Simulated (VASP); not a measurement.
# ZnS: relaxation of shape and atoms at fixed volume with r2SCAN

ZnS:

```
Zn S
1.0
     3.73214    0.00000    0.00000
    -1.86607    3.23213    0.00000
     0.00000    0.00000   24.40057
Zn S
8 8
Cartesian
  0.0000 0.0000 0.0008
  0.0000 0.0000 12.2011
  0.0000 2.1548 3.0485
  1.8661 1.0774 15.2488
  0.0000 2.1548 9.1538
  1.8661 1.0774 21.3541
  0.0000 2.1548 18.3013
  1.8661 1.0774 6.1011
  0.0000 0.0000 2.2870
  0.0000 0.0000 14.4873
  0.0000 2.1548 5.3345
  1.8661 1.0774 17.5348
  0.0000 2.1548 11.4393
  1.8661 1.0774 23.6396
  0.0000 2.1548 20.5912
  1.8661 1.0774 8.3909
```

```
Program                : VASP 6.6.1
Task                   : relaxation of shape and atoms at fixed volume
Functional             : r2SCAN
Potentials or basis    : VASP PAW PBE potentials, release 64 (Zn, S)
Cutoff                 : 600 eV
k mesh                 : 6 × 6 × 1
Occupations            : gaussian, width 0.02 eV
Spin                   : no spin polarisation
Dipole correction      : no
Further INCAR settings : LREAL = Auto; ALGO = Normal; EDIFF = 1e-07; IBRION = 2; EDIFFG = -0.01; NSW = 50; ISIF = 4
```

```json
{
  "Energy gained by relaxing": "0.0 meV/atom",
  "Ionic steps": "2",
  "Pressure after relaxing": "5.6 GPa",
  "Largest force after relaxing": "0.005 eV/Å",
  "Band gap on the k mesh": "3.03 eV"
}
```

Forces on the atoms (eV/Å):
```
Zn   0.000  0.000  0.003
Zn   0.000  0.000  0.003
Zn   0.000  0.000  0.001
Zn   0.000  0.000  0.001
Zn   0.000  0.000  0.005
Zn   0.000  0.000  0.005
Zn   0.000  0.000  0.001
Zn   0.000  0.000  0.001
S    0.000  0.000 -0.003
S    0.000  0.000 -0.003
S    0.000  0.000 -0.005
S    0.000  0.000 -0.005
S    0.000  0.000  0.001
S    0.000  0.000  0.001
S    0.000  0.000 -0.003
S    0.000  0.000 -0.003
```

Final structure:
```
Zn S
1.0
     3.73222    0.00000    0.00000
    -1.86611    3.23219    0.00000
     0.00000    0.00000   24.39957
Zn S
8 8
Direct
  0.00000 0.00000 0.00005
  0.00000 0.00000 0.50005
  0.33333 0.66667 0.12495
  0.66667 0.33333 0.62495
  0.33333 0.66667 0.37518
  0.66667 0.33333 0.87518
  0.33333 0.66667 0.75005
  0.66667 0.33333 0.25005
  0.00000 0.00000 0.09371
  0.00000 0.00000 0.59371
  0.33333 0.66667 0.21860
  0.66667 0.33333 0.71860
  0.33333 0.66667 0.46880
  0.66667 0.33333 0.96880
  0.33333 0.66667 0.84386
  0.66667 0.33333 0.34386
```

Levels at points of the mesh, in eV from the valence-band top:
```tsv
k point	band 70	band 71	band 72	band 73	band 74	band 75
(0.00, 0.00, 0.00)	-0.02	0.00	0.00	3.03	3.78	3.87
(0.50, 0.00, 0.00)	-1.26	-1.17	-1.00	3.65	3.72	4.12
```

Wall time 38 min on 1 thread of Oxide Virtual Turin-like Processor (shared host), peak memory 0.54 GiB.

Caveat: the PAW data sets were made with another functional, which shifts forces and pressure a little.
